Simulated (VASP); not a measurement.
Al, 4 atoms in the cell. Symmetry: C222_1, No. 20, orthorhombic system. Conventional cell: a = 2.852 Å, b = 4.940 Å, c = 9.241 Å, α = 90.00°, β = 90.00°, γ = 90.00°. Al (site symmetry 2) has 12 Al at 2.58 to 3.19 Å within 3.4 Å. Al (site symmetry 2) has 12 Al at 2.58 to 3.19 Å within 3.4 Å. 

| Quantity | Value |
| --- | --- |
| Program | VASP 6.6.1 |
| Task | single point |
| Functional | PBE |
| Dispersion | D3(BJ) |
| Potentials or basis | VASP PAW PBE potentials, release 64 (Al) |
| Cutoff | 520 eV |
| k mesh | 18 × 18 × 4 |
| Occupations | gaussian, width 0.15 eV |
| Spin | no spin polarisation |
| Dipole correction | no |
| Further INCAR settings | ALGO = Fast; EDIFF = 1e-06; NBANDS = 14 |

Potentials or basis: VASP PAW PBE potentials, release 64 (Al).

Run with:

```console
$ cat potpaw_PBE.64/Al/POTCAR > POTCAR
$ mpirun -np 1 vasp_std > vasp.out
```

Hardware: 1 thread of Intel(R) Xeon(R) Platinum 8488C (Sapphire Rapids), on a shared host.

How long does it take, and how much memory?

It took 2.3 min on 1 thread of Intel(R) Xeon(R) Platinum 8488C (Sapphire Rapids), on a shared host, peak memory 0.33 GiB. Counts: scf iterations 12, k points 273.
